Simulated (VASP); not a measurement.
**MgO: single point with r2SCAN**

MgO:

```
Mg O
1.0
     0.00000    2.10217    2.08115
     2.10217    0.00000    2.08115
     2.10217    2.10217    0.00000
Mg O
1 1
Direct
  0.00000 0.00000 0.00000
  0.50000 0.50000 0.50000
```

This cell differs from its parent crystal: uniaxial z strain -1.0%.

```yaml
Program: VASP 6.6.1
Task: single point
Functional: r2SCAN
Potentials_or_basis: VASP PAW PBE potentials, release 64 (Mg_sv, O)
Cutoff: 920 eV
k_mesh: 10 × 10 × 10
Occupations: gaussian, width 0.01 eV
Spin: no spin polarisation
```

```
Pressure               : 2.3 GPa
Band gap on the k mesh : 5.80 eV
```

Stress tensor (GPa, compression positive):
```
1.43 0.00 0.00
0.00 1.43 0.00
0.00 0.00 3.92
```

Levels at points of the mesh, in eV from the valence-band top:
```
           k point  band 4  band 5  band 6  band 7  band 8  band 9  band 10  band 11  band 12  band 13
(0.00, 0.00, 0.00)  -40.00  -18.27   -0.02    0.00    0.00    5.80    16.91    16.91    17.02    21.10
(0.50, 0.00, 0.00)  -40.01  -16.96   -4.67   -0.71   -0.69    8.93    14.02    17.55    17.79    22.74
(0.50, 0.50, 0.00)  -40.04  -16.73   -4.12   -1.42   -1.42    9.99    11.31    14.57    20.62    20.62
(0.50, 0.00, 0.50)  -40.03  -16.75   -4.15   -1.41   -1.35   10.10    11.33    14.44    20.64    20.84
```

It took 4.4 min on 1 thread of Intel(R) Xeon(R) Platinum 8259CL CPU @ 2.50GHz (Skylake/Cascade Lake) (shared host), peak memory 0.21 GiB.

Caveat: the cell differs from its parent crystal (uniaxial z strain -1.0%); the PAW data sets were made with another functional, which shifts forces and pressure a little.
